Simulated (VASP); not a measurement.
## AlN: relaxation of shape and atoms at fixed volume with PBE

AlN:

```xyz
4
Lattice="3.1901 0.0000 0.0000 -1.5950 2.7627 0.0000 0.0000 0.0000 5.1214" Properties=species:S:1:pos:R:3 pbc="T T T"
Al    0.0000    1.8418   -0.0031
Al    1.5950    0.9209    2.5576
N     0.0000    1.8418    1.9492
N     1.5950    0.9209    4.5099
```

This cell differs from its parent crystal: volume scaled by 1.06.

```json
{
  "Program": "VASP 6.6.1",
  "Task": "relaxation of shape and atoms at fixed volume",
  "Functional": "PBE",
  "Potentials or basis": "VASP PAW PBE potentials, release 64 (Al, N)",
  "Cutoff": "600 eV",
  "k mesh": "9 × 9 × 6",
  "Occupations": "gaussian, width 0.02 eV",
  "Spin": "no spin polarisation",
  "Dipole correction": "no",
  "Further INCAR settings": "ALGO = Normal; EDIFF = 1e-06; IBRION = 2; EDIFFG = -0.01; NSW = 50; ISIF = 4"
}
```

The energy gained by relaxing is 0.0 meV/atom. The ionic steps are 3. The pressure after relaxing is -10.4 GPa, the largest force after relaxing is 0.008 eV/Å and the band gap on the k mesh is 3.56 eV, direct.

Forces on the atoms (eV/Å):
```
Al   0.000  0.000  0.008
Al   0.000  0.000  0.008
N    0.000  0.000 -0.008
N    0.000  0.000 -0.008
```

Stress tensor (GPa, compression positive):
```
-10.38   0.00   0.00
  0.00 -10.38   0.00
  0.00   0.00 -10.47
```

Final structure:
```
Al N
1.0
     3.18800    0.00000    0.00000
    -1.59400    2.76089    0.00000
     0.00000    0.00000    5.12806
Al N
2 2
Cartesian
  0.0000 1.8406 5.1259
  1.5940 0.9203 2.5619
  0.0000 1.8406 1.9508
  1.5940 0.9203 4.5148
```

Levels at points of the mesh, in eV from the valence-band top:
| k point | band 5 | band 6 | band 7 | band 8 | band 9 | band 10 | band 11 | band 12 |
| --- | --- | --- | --- | --- | --- | --- | --- | --- |
| (0.00, 0.00, 0.00) | -0.78 | -0.16 | -0.16 | 0.00 | 3.56 | 6.06 | 9.99 | 10.66 |
| (0.00, 0.00, 0.50) | -0.48 | -0.48 | -0.48 | -0.48 | 5.84 | 5.84 | 9.70 | 9.70 |

Run time: 33 s on 1 thread of Intel(R) Xeon(R) Platinum 8375C CPU @ 2.90GHz (Ice Lake), with other jobs on the host, peak memory 0.18 GiB.
